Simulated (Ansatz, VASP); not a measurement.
## Be: VASP beside Ansatz

INCAR

```
SYSTEM = Be
PREC = Accurate ; ENCUT = 520
EDIFF = 1E-8 ; ISMEAR = -1
SIGMA = 0.08 ; LREAL = .False.
LASPH = .True. ; NELM = 100
ALGO = Normal ; ISIF = 2
LWAVE = .False. ; LCHARG = .False.
GGA = PE ; LEFG = .True.
NBANDS = 9
```

The input KPOINTS:

```
Automatic mesh
0
Gamma
  13 13 13
  0 0 0
```

File POSCAR:

```
Be
1.0
    0.0000000000      2.4484606479      2.4484606479
    2.4484606479      0.0000000000      2.4484606479
    2.4484606479      2.4484606479      0.0000000000
Be
2
Direct
    0.0000000000      0.0000000000      0.0000000000
    0.2500000000      0.2500000000      0.2500000000
```

Input for Ansatz:

```yaml
crystal:
  lattice:
    - [0.0, 2.4484606479, 2.4484606479]
    - [2.4484606479, 0.0, 2.4484606479]
    - [2.4484606479, 2.4484606479, 0.0]
  atoms:
    - { symbol: Be, position: [0.0, 0.0, 0.0] }
    - { symbol: Be, position: [0.25, 0.25, 0.25] }
kpoints:
  mp_grid: { grid: [13, 13, 13] }
  band_path:
    path:
      - [0.0, 0.0, 0.0]
      - [0.5, 0.0, 0.5]
      - [0.625, 0.25, 0.625]
      - [0.375, 0.375, 0.75]
      - [0.0, 0.0, 0.0]
      - [0.5, 0.5, 0.5]
      - [0.5, 0.25, 0.75]
      - [0.5, 0.0, 0.5]
    npoints: 14
scf:
  occupations: { method: fermi_dirac, width: 0.08 }
hamiltonian:
  xc: pbe
  pseudopotentials: { kind: paw }
output:
  forces: true
  stress: true
  eigenvalues: true
  efg: { contact_densities: true }
  populations: true
  bader: true
  dos: { projected: true, de: 0.2, e_range: [-14, 8] }
  write_density: true
  write_potential: true
  elf: true
  volumetric_format: npy
```

Alike in both runs: task electric field gradients; functional PBE; k mesh 13 × 13 × 13; occupations fermi-dirac, width 0.08 eV; no spin polarisation.

|  | VASP | Ansatz |
| --- | --- | --- |
| version | VASP 6.6.1 | Ansatz 0.2.0 |
| potentials or method | VASP PAW PBE potentials, release 64 (Be) | PAW with Ansatz's default frozen-core files, scalar-relativistic |
| plane-wave cutoff (eV) | 520 | 420 |
| valence electrons in the cell | 4 | 4 |

```csv
,VASP,Ansatz,Ansatz less VASP
pressure (GPa),0.0,0.0,-0.03
```

With one functional, cell and mesh, what is left measures potentials, basis and numerics.
